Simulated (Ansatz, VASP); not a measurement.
# GaP: VASP beside Ansatz

INCAR

```
SYSTEM = GaP
  PREC = Accurate
  ENCUT = 520
  EDIFF = 1E-6
  ISMEAR = 0
  SIGMA = 0.05
  LREAL = .False.
  LASPH = .True.
  NELM = 60
  ALGO = Normal
  ISIF = 2
  LWAVE = .False.
  LCHARG = .False.
  GGA = PE
  NBANDS = 16
```

File KPOINTS:

```
regular mesh
0
Gamma
  10 10 10
  0 0 0
```

File POSCAR:

```
GaP
1.0
    0.0000000000      2.8010137090      2.6552409793
    2.6552409793      0.0000000000      2.6552409793
    2.6552409793      2.8010137090      0.0000000000
Ga P
1 1
Direct
    0.0000000000      0.0000000000      0.0000000000
    0.7500000000      0.7500000000      0.7500000000
```

Input for Ansatz:

```yaml
crystal:
  lattice:
    - [0.0, 2.801013709, 2.6552409793]
    - [2.6552409793, 0.0, 2.6552409793]
    - [2.6552409793, 2.801013709, 0.0]
  atoms:
    - { symbol: Ga, position: [0.0, 0.0, 0.0] }
    - { symbol: P, position: [0.75, 0.75, 0.75] }
basis:
  ecutwfc: 420
kpoints:
  mp_grid: { grid: [10, 10, 10] }
hamiltonian:
  xc: pbe
  pseudopotentials: { kind: paw, azcp: { folder: soft_1 } }
scf:
  occupations: { method: gaussian, width: 0.05 }
output:
  forces: true
  stress: true
  eigenvalues: true
```

Alike in both runs: task single point; functional PBE; k mesh 10 × 10 × 10; occupations gaussian, width 0.05 eV; no spin polarisation.

|  | VASP | Ansatz |
| --- | --- | --- |
| version | VASP 6.6.1 | Ansatz 0.2.0 |
| potentials or method | VASP PAW PBE potentials, release 64 (Ga_d, P), cutoff 520 eV | scalar-relativistic, plane waves, PAW |
| valence electrons in the cell | 18 | 18 |

Ansatz gave:

* gap on the k mesh at the Fermi level (eV): 1.30
* least direct gap on the mesh (eV): 1.90
* pressure (GPa): 4.7
* traceless stress, the component that is largest in VASP (GPa): -2.88

Task: Estimate VASP's values.

Result: gap on the k mesh at the Fermi level (eV): 1.30; least direct gap on the mesh (eV): 1.90; pressure (GPa): 4.6; traceless stress, the component that is largest in VASP (GPa): -2.89.

The functional is the same, so the differences come from potentials, cutoffs and numerics.
